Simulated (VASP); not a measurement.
# H17O8F in VASP: a series of runs, part 3 of 3

VASP 6.6.1. Earlier steps stand in the parts before.

## Step 5: Single point, PBE+D3(BJ)

File INCAR:

```
SYSTEM = H17O8F
ALGO     = Normal         ! electronic algorithm
EDIFF    = 1E-6           ! SCF threshold, eV
ENCUT    = 520            ! plane-wave cutoff, eV
GGA      = PE             ! functional
ISIF     = 2              ! what is computed and relaxed
ISMEAR   = -1             ! smearing method
IVDW     = 12             ! dispersion correction
LASPH    = .True.         ! aspherical terms in the spheres
LCHARG   = .False.        ! write CHGCAR
LREAL    = Auto         
LWAVE    = .False.        ! write WAVECAR
NBANDS   = 55             ! bands
NELM     = 60             ! most SCF steps
PREC     = Accurate       ! precision mode
SIGMA    = 0.05           ! smearing width, eV
```

File KPOINTS:

```
k-points
0
Gamma
  1 1 1
  0 0 0
```

File POSCAR:

```
H17O8F
1.0
    6.4950650000      0.0000000000      0.0000000000
    0.0000000000      6.4950650000      0.0000000000
    0.0000000000      0.0000000000      6.4950650000
O H F
8 17 1
Direct
    1.1543687400      0.5551137671      0.2990424268
    0.4806726338     -0.0192145883      0.7541571947
    0.5023352345      0.7982368152      0.2374572079
    0.7340496208      0.6910785342      0.6066759917
    0.5195790958      0.2198130427      0.3999806007
   -0.0931014547      0.4002423378      0.8394373266
    0.3096196882      0.5778233166      0.7516322008
    0.0590602250      0.1731776356      0.1711607197
    1.1739528396      0.4046918699      0.2742081873
    1.1515358199      0.5560067528      0.4437984839
    0.4169011396      0.0081754378      0.8903375101
    0.5067693703      0.1207224254      0.7188380717
    0.3925133929      0.6973448303      0.2381962305
    0.5933581881      0.7714164523      0.1174584088
    0.6872294581      0.8179440852      0.6653821016
    0.6992539721      0.6910785342      0.4575627804
    0.5345597003      0.0666659995      0.3700193916
    0.6564676412      0.2742851688      0.3633066028
    0.0349496117      0.4243375547      0.7712778856
   -0.1459415726      0.5387474952      0.8014392466
    0.2902357405      0.7217171807      0.8081674317
    0.4526513591      0.5723422321      0.6984841568
   -0.0172592576      0.2355942550      0.0661117325
   -0.0018937455      0.0324246178      0.2050941753
    0.9927845218      0.6549434070      0.2176421637
    0.8866270007      0.7582834044      0.1410917366
```

Potentials or basis: VASP PAW PBE potentials, release 64 (O, H, F).

On the command line:

```sh
cat potpaw_PBE.64/O/POTCAR potpaw_PBE.64/H/POTCAR potpaw_PBE.64/F/POTCAR > POTCAR
mpirun -np 1 vasp_gam > vasp.out
```

OUTCAR:

```text
SYSTEM = H17O8F
   EDIFF = 1E-6
   ENCUT = 520
   GGA = PE
   ISIF = 2
   ISMEAR = -1
   IVDW = 12
   LASPH = .True.
   LREAL = Auto
   NELM = 60
   PREC = Accurate
 IVDW          = 12

 ion  position               nearest neighbor table
   1  0.154  0.555  0.299-  10 0.94   9 1.00  25 1.34
   2  0.481  0.981  0.754-  12 0.95  11 0.99
   3  0.502  0.798  0.237-  13 0.97  14 0.99
   4  0.734  0.691  0.607-  15 0.96  16 0.99
   5  0.520  0.220  0.400-  18 0.99  17 1.02
   6  0.907  0.400  0.839-  19 0.96  20 0.99
   7  0.310  0.578  0.752-  22 0.99  21 1.01
   8  0.059  0.173  0.171-  23 0.94  24 1.02
   9  0.174  0.405  0.274-   1 1.00
  10  0.152  0.556  0.444-   1 0.94
  11  0.417  0.008  0.890-   2 0.99
  12  0.507  0.121  0.719-   2 0.95
  13  0.393  0.697  0.238-   3 0.97
  14  0.593  0.771  0.117-   3 0.99
[... 8 lines left out ...]
  23  0.983  0.236  0.066-   8 0.94
  24  0.998  0.032  0.205-   8 1.02
  25  0.993  0.655  0.218-  26 1.08   1 1.34
  26  0.887  0.758  0.141-  25 1.08

  LATTYP: Found a simple cubic cell.
 ALAT       =     6.4950650000

  Lattice vectors:

 A1 = (   6.4950650000,   0.0000000000,   0.0000000000)
 A2 = (   0.0000000000,   6.4950650000,   0.0000000000)
 A3 = (   0.0000000000,   0.0000000000,   6.4950650000)

Analysis of symmetry for initial positions (statically):
=====================================================================
 Subroutine PRICEL returns:
 Original cell was already a primitive cell.

 Routine SETGRP: Setting up the symmetry group for a
 simple cubic supercell.

 Subroutine GETGRP returns: Found  1 space group operations
 (whereof  1 operations were pure point group operations)
 out of a pool of 48 trial point group operations.

The static configuration has the point symmetry C_1 .

Analysis of symmetry for dynamics (positions and initial velocities):
=====================================================================
 Subroutine PRICEL returns:
 Original cell was already a primitive cell.

 Routine SETGRP: Setting up the symmetry group for a
 simple cubic supercell.

 Subroutine GETGRP returns: Found  1 space group operations
 (whereof  1 operations were pure point group operations)
 out of a pool of 48 trial point group operations.

The dynamic configuration has the point symmetry C_1 .

 Subroutine INISYM returns: Found  1 space group operations
 (whereof  1 operations are pure point group operations),
 and found     1 'primitive' translations

----------------------------------------------------------------------------------------

                                     Primitive cell

  volume of cell :     274.0000

  direct lattice vectors                    reciprocal lattice vectors
     6.495065000  0.000000000  0.000000000     0.153963047  0.000000000  0.000000000
     0.000000000  6.495065000  0.000000000     0.000000000  0.153963047  0.000000000
     0.000000000  0.000000000  6.495065000     0.000000000  0.000000000  0.153963047

  length of vectors
     6.495065000  6.495065000  6.495065000     0.153963047  0.153963047  0.153963047

  position of ions in fractional coordinates (direct lattice)
     0.154368740  0.555113767  0.299042427
     0.480672634  0.980785412  0.754157195
     0.502335235  0.798236815  0.237457208
     0.734049621  0.691078534  0.606675992
     0.519579096  0.219813043  0.399980601
     0.906898545  0.400242338  0.839437327
[... 18 lines left out ...]
     0.992784522  0.654943407  0.217642164
     0.886627001  0.758283404  0.141091737

  ion indices of the primitive-cell ions
   primitive index   ion index
                 1           1
                 2           2
                 3           3
                 4           4
                 5           5
                 6           6
[... 18 lines left out ...]
                25          25
                26          26

----------------------------------------------------------------------------------------

 KPOINTS: k-points

Automatic generation of k-mesh.
 Grid dimensions read from file:
 generate k-points for:    1    1    1

 Generating k-lattice:

  Cartesian coordinates                     Fractional coordinates (reciprocal lattice)
     0.153963047  0.000000000  0.000000000     1.000000000  0.000000000  0.000000000
     0.000000000  0.153963047  0.000000000     0.000000000  1.000000000  0.000000000
     0.000000000  0.000000000  0.153963047     0.000000000  0.000000000  1.000000000

  Length of vectors
     0.153963047  0.153963047  0.153963047

  Shift w.r.t. Gamma in fractional coordinates (k-lattice)
     0.000000000  0.000000000  0.000000000

 Subroutine IBZKPT returns following result:
 ===========================================

 Found      1 irreducible k-points:

 Following reciprocal coordinates:
            Coordinates               Weight
  0.000000  0.000000  0.000000      1.000000
   k-points           NKPTS =      1   k-points in BZ     NKDIM =      1   number of bands    NBANDS=     55
   number of dos      NEDOS =    301   number of ions     NIONS =     26
   total plane-waves  NPLWV = 110592
   dimension x,y,z NGX =    48 NGY =   48 NGZ =   48
   dimension x,y,z NGXF=    96 NGYF=   96 NGZF=   96
   ions per type =               8  17   1
   NGX,Y,Z   is equivalent  to a cutoff of  12.29, 12.29, 12.29 a.u.
   NGXF,Y,Z  is equivalent  to a cutoff of  24.57, 24.57, 24.57 a.u.
 SYSTEM =  H17O8F
   PREC   = accura    normal or accurate (medium, high low for compatibility)
   ISTART =      0    job   : 0-new  1-cont  2-samecut
   ICHARG =      2    charge: 1-file 2-atom 10-const
   ISPIN  =      1    spin polarized calculation?
   LNONCOLLINEAR =      F non collinear calculations
   LSORBIT =      F    spin-orbit coupling
   LASPH  =      T    aspherical Exc in radial PAW
   ENCUT  =  520.0 eV  38.22 Ry    6.18 a.u.  12.08 12.08 12.08*2*pi/ulx,y,z
   NELM   =     60;   NELMIN=  2; NELMDL= -5     # of ELM steps
   EDIFF  = 0.1E-05   stopping-criterion for ELM
   LREAL  =      T    real-space projection
   EDIFFG = 0.1E-04   stopping-criterion for IOM
   NSW    =      0    number of steps for IOM
   IBRION =     -1    ionic relax: 0-MD 1-quasi-New 2-CG
   NFREE  =      0    steps in history (QN), initial steepest desc. (CG)
   ISIF   =      2    stress and relaxation
   ISYM   =      2    0-nonsym 1-usesym 2-fastsym
   POTIM  = 0.5000    time-step for ionic-motion
   TEBEG  =    0.0;   TEEND  =   0.0 temperature during run
   PSTRESS=    0.0 pullay stress
   NELECT =      72.0000    total number of electrons
   NUPDOWN=      -1.0000    fix difference up-down
   EMIN   =  10.00;   EMAX   =-10.00  energy-range for DOS
   EFERMI =   0.00;   METHOD = LEGACY
   ISMEAR =    -1;   SIGMA  =   0.05  broadening in eV -4-tet -1-fermi 0-gaus
   EFERMI_NEDOS =   21; number of points for ismear=-14 and -15
   IALGO  =     38    algorithm
   IMIX   =      4    mixing-type and parameters
     AMIX     =   0.40;   BMIX     =  1.00
     AMIX_MAG =   1.60;   BMIX_MAG =  1.00
  volume/ion in A,a.u.               =      10.54        71.12
  Fermi-wavevector in a.u.,A,eV,Ry     =   1.048581  1.981532 14.959919  1.099523
  Thomas-Fermi vector in A             =   2.183509
   LORBIT       =      0    0 simple, 1 ext, 2 COOP (PROOUT), +10 PAW based schemes
   GGA     = PE    functional components
   LHFCALC =     F    Hartree Fock is set to
   AEXX    =    0.0000 exact exchange contribution
   IVDW    =    12    specifies the selected vdW correction
   LEPSILON=     F    determine dielectric tensor
   LRPA    =     F    only Hartree local field effects (RPA)
 non-spin polarized calculation
  energy-cutoff  :      520.00
  volume of cell :      274.00
 maximum number of plane-waves:      3625
   NGX = 25   NGY = 25   NGZ = 25

 number of electron      72.0000013 magnetization

 Free energy of the ion-electron system (eV)
  ---------------------------------------------------
  ext. energy  EPLUGINS =         0.00000000
  ---------------------------------------------------
  free energy    TOTEN  =      -124.30709021 eV

  energy without entropy =     -124.30709021  energy(sigma->0) =     -124.30709021

 E-fermi :  -2.4100     XC(G=0):  -6.6606

 val. band max:       -3.6485427142   @ k =   0.0000   0.0000   0.0000
 cond. band min:       0.7619461472   @ k =   0.0000   0.0000   0.0000
 fundamental gap:      4.4104888614
 Fermi energy:        -2.4099598792

 k-point     1 :       0.0000    0.0000    0.0000
  band No.  band energies     occupation
      1     -25.4301      2.00000
      2     -23.8264      2.00000
      3     -22.9168      2.00000
      4     -22.3146      2.00000
      5     -22.1710      2.00000
      6     -21.9435      2.00000
[... 40 lines left out ...]
     47       6.5193      0.00000
     48       6.8363      0.00000
 [bands above 48 left out]

------------------------ aborting loop because EDIFF is reached ----------------------------------------

 Edisp (eV)   -0.82810

 E8    (eV) :    -0.1689

  FORCE on cell =-STRESS in cart. coord.  units (eV):
  Direction    XX          YY          ZZ          XY          YZ          ZX
  --------------------------------------------------------------------------------------
  -------------------------------------------------------------------------------------
  Total       0.93699    -1.85953     0.71090    -0.42632    -1.25653     0.54299
  in kB       5.47891   -10.87337     4.15691    -2.49282    -7.34737     3.17506
  external pressure =       -0.41 kB  Pullay stress =        0.00 kB

 VOLUME and BASIS-vectors are now :
 -----------------------------------------------------------------------------
  energy-cutoff  :      520.00
  volume of cell :      274.00
      direct lattice vectors                 reciprocal lattice vectors
     6.495065000  0.000000000  0.000000000     0.153963047  0.000000000  0.000000000
     0.000000000  6.495065000  0.000000000     0.000000000  0.153963047  0.000000000
     0.000000000  0.000000000  6.495065000     0.000000000  0.000000000  0.153963047

 POSITION                                       TOTAL-FORCE (eV/Angst)
 -----------------------------------------------------------------------------------
      1.00264      3.60550      1.94230         0.235845     -0.503088     -1.376151
      3.12200      6.37027      4.89830        -0.806051     -0.237824      1.899969
      3.26270      5.18460      1.54230         0.836382      0.432284     -0.671744
      4.76770      4.48860      3.94040         0.482998     -1.274894     -0.968987
      3.37470      1.42770      2.59790         0.935106     -1.051224     -0.258191
      5.89037      2.59960      5.45220        -0.676917      0.530616      0.176206
[... 18 lines left out ...]
      6.44820      4.25390      1.41360        -0.372123      0.561110     -0.737940
      5.75870      4.92510      0.91640         0.874881     -0.453344      0.500026
 -----------------------------------------------------------------------------------
    total drift:                                0.000825      0.005927      0.011796

  FREE ENERGIE OF THE ION-ELECTRON SYSTEM (eV)
  ---------------------------------------------------
  free  energy   TOTEN  =      -125.1351910734 eV

  energy  without entropy=     -125.1351910733  energy(sigma->0) =     -125.13519107
```

Run time: 43 s. Hardware: 1 thread of Intel Xeon 8259CL, shared host; peak memory 0.3 GiB.

Results:

| Property | Result |
| --- | --- |
| Free energy | -125.1352 eV |
| Pressure | 0.0 GPa |
| Largest force | 3.592 eV/Å |
| Dispersion energy per atom | -0.032 eV |

Forces on the atoms (eV/Å):
```
O    0.236 -0.503 -1.376
O   -0.806 -0.238  1.900
O    0.836  0.432 -0.672
O    0.483 -1.275 -0.969
O    0.935 -1.051 -0.258
O   -0.677  0.531  0.176
O   -0.181  1.003  0.323
O    0.905 -2.466  2.450
H   -0.418 -0.251 -0.680
H    0.093  0.583  2.410
H    0.298 -0.562 -0.247
H    0.467  1.262 -1.255
H   -0.541 -0.339 -0.065
H   -0.365 -0.004  0.905
H   -0.639  1.085  0.210
H   -0.088  0.419  0.665
H   -0.462  1.334  0.012
H   -0.501 -0.166  0.178
H    1.642 -0.565 -0.217
H   -0.798 -0.578  0.245
H    0.392 -1.598 -0.911
H   -0.390  0.332  0.165
H   -1.513  0.938 -2.031
H    0.588  1.572 -0.720
H   -0.372  0.561 -0.738
F    0.875 -0.453  0.500
```

Stress tensor (GPa, compression positive):
```
 0.55 -0.25  0.32
-0.25 -1.09 -0.73
 0.32 -0.73  0.42
```

Caveat: the k points lie up to 0.97 Å⁻¹ apart; the atoms stand as in a frame of molecular dynamics.

## Step 6: Overview

| cell | pressure (GPa) | largest force (eV/Å) |
| --- | --- | --- |
| as given, atomic positions A | -1.3 | 2.63 |
| as given, atomic positions B | 1.7 | 4.09 |
| as given, atomic positions C | 0.6 | 2.48 |
| as given, atomic positions D | 0.0 | 3.59 |

Alike in all rows: task single point; level PBE+D3(BJ); potentials or basis VASP PAW PBE potentials, release 64 (O, H, F); no spin polarisation; k mesh 1 × 1 × 1; cutoff (eV) 520; smearing fermi-dirac 0.05 eV.

Caveats: all runs use coarse meshes; the atoms stand as in a frame of molecular dynamics (at least some runs).

Total energies depend on the potentials used, so only differences within one code and one set of settings carry meaning.
